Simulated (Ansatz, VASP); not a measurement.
**C in VASP and in Ansatz**

```xyz
2
Lattice="0.0000 2.1270 3.3480 1.2280 0.0000 3.3480 1.2280 2.1270 0.0000" Properties=species:S:1:pos:R:3 pbc="T T T"
C     1.2280    0.7090    3.3480
C     1.2280    3.5450    3.3480
```

Alike in both runs: task single point; functional PBE; k mesh 1 × 1 × 1; occupations gaussian, width 0.02 eV; no spin polarisation.

|  | VASP | Ansatz |
| --- | --- | --- |
| version | VASP 6.6.1 | Ansatz 0.2.0 |
| potentials or method | VASP PAW PBE potentials, release 64 (C), cutoff 520 eV | scalar-relativistic, plane waves, PAW |
| valence electrons in the cell | 8 | 8 |

|  | VASP | Ansatz | Ansatz less VASP |
| --- | --- | --- | --- |
| gap on the k mesh at the Fermi level (eV) | 5.78 | 5.78 | +0.004 |
| least direct gap on the mesh (eV) | 5.78 | 5.78 | +0.004 |

With one functional, cell and mesh, what is left measures potentials, basis and numerics.

The k mesh is coarse, so the values compare programs but aren't converged.
